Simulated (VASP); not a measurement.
BAs:

```xyz
2
Lattice="2.1275 0.0000 0.0000 0.0000 3.1741 0.0000 0.0000 0.0000 4.9510" Properties=species:S:1:pos:R:3 pbc="T T T"
B     0.0000    1.5870    0.0000
As    1.0638    1.5870    2.4755
```

* Program: VASP 6.6.1
* Task: relaxation of cell and atoms
* Functional: revPBE
* Dispersion: D3(BJ)
* Potentials or basis: VASP PAW PBE potentials, release 64 (B, As)
* Cutoff: 600 eV
* k mesh: 12 × 8 × 6
* Occupations: fermi-dirac, width 0.05 eV
* Spin: no spin polarisation

At the start: pressure 3.4 GPa; volume 16.72 Å³/atom.

**Question.** How do energy, volume and symmetry change on relaxing?

**Answer.** Over 18 steps the energy falls by 1170.2 meV/atom and the volume is 12.30 Å³/atom (-26.4 %); space group P4/mmm (No. 123, to 0.05 Å).

Step by step:
| step | energy change (eV) | largest force (eV/Å) | pressure (GPa) | volume (Å³) |
| --- | --- | --- | --- | --- |
| 1 | 0.0000 | 0.0000 | 3.41 | 33.43 |
| 2 | -0.7016 | 0.0000 | -5.55 | 34.75 |
| 3 | -0.9391 | 0.0000 | -10.64 | 35.23 |
| 4 | -1.0776 | 0.0000 | -12.94 | 35.06 |
| 5 | -1.4208 | 0.0000 | 0.88 | 26.64 |
| 6 | -1.4756 | 0.0000 | -2.55 | 28.46 |
| 7 | -1.9523 | 0.0000 | 14.04 | 22.72 |
| 8 | -1.9527 | 0.0000 | 13.27 | 22.83 |
| 9 | -2.1019 | 0.0000 | 14.74 | 22.77 |
| 10 | -2.2040 | 0.0000 | 11.18 | 22.85 |
| 11 | -2.2040 | 0.0000 | 11.34 | 22.84 |
| 12 | -2.3281 | 0.0000 | -1.84 | 24.91 |
| 13 | -2.3287 | 0.0000 | -2.61 | 25.08 |
| 14 | -2.3389 | 0.0000 | -0.68 | 24.75 |
| 15 | -2.3394 | 0.0000 | -1.07 | 24.81 |
| 16 | -2.3403 | 0.0000 | 0.12 | 24.59 |
| 17 | -2.3403 | 0.0000 | -0.03 | 24.61 |
| 18 | -2.3403 | 0.0000 | -0.01 | 24.60 |

Final structure:
```xyz
2
Lattice="3.1035 0.0000 0.0000 0.0000 2.5424 0.0000 0.0000 0.0000 3.1177" Properties=species:S:1:pos:R:3 pbc="T T T"
B     0.0000    1.2712    0.0000
As    1.5517    1.2712    1.5588
```

Caveat: the volume moved by over 15 % at a fixed basis, so the end points are rough; the PAW data sets were made with another functional, which shifts forces and pressure a little.
